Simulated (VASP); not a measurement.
# InSb: single point with PBEsol

Crystal: InSb.

```
CELL_PARAMETERS angstrom
0.00000 3.27001 3.22739
3.27001 0.00000 3.22739
3.27001 3.27001 0.00000
ATOMIC_POSITIONS crystal
In 0.00000 0.00000 0.00000
Sb 0.25000 0.25000 0.25000
```

This cell differs from its parent crystal: strained cell.

```yaml
Program: VASP 6.6.1
Task: single point
Functional: PBEsol
Potentials_or_basis: VASP PAW PBE potentials, release 64 (In_d, Sb)
Cutoff: 500 eV
k_mesh: 10 × 10 × 10
Occupations: gaussian, width 0.1 eV
Spin: no spin polarisation
Dipole_correction: no
Further_INCAR_settings: ALGO = Normal; EDIFF = 1e-06; NBANDS = 16
```

```yaml
Pressure: 0.2 GPa
Band_gap_on_the_k_mesh: 0.06 eV
```

Stress tensor (GPa, compression positive):
```
0.05 0.00 0.00
0.00 0.05 0.00
0.00 0.00 0.40
```

Levels at points of the mesh, in eV from the valence-band top:
```tsv
k point	band 6	band 7	band 8	band 9	band 10	band 11	band 12	band 13
(0.00, 0.00, 0.00)	-10.63	-0.33	0.00	0.00	0.06	2.94	2.96	2.96
(0.50, 0.00, 0.00)	-9.30	-5.57	-1.01	-0.93	0.47	3.76	3.83	5.99
(0.50, 0.50, 0.00)	-8.68	-5.82	-2.25	-2.25	1.23	1.26	8.06	8.06
(0.50, 0.00, 0.50)	-8.71	-5.88	-2.19	-2.18	1.33	1.33	8.02	8.07
```

Run time: 100 s on 1 thread of Intel(R) Xeon(R) Platinum 8375C CPU @ 2.90GHz (Ice Lake) (shared host), peak memory 0.27 GiB.

Caveat: the cell differs from its parent crystal (strained cell); the smearing spreads over this small gap; semilocal functionals underestimate gaps, and a narrow one can read as zero; the PAW data sets were made with another functional, which shifts forces and pressure a little; spin-orbit coupling is left out, which moves the levels of the heavy elements. A k mesh can miss the band edges.
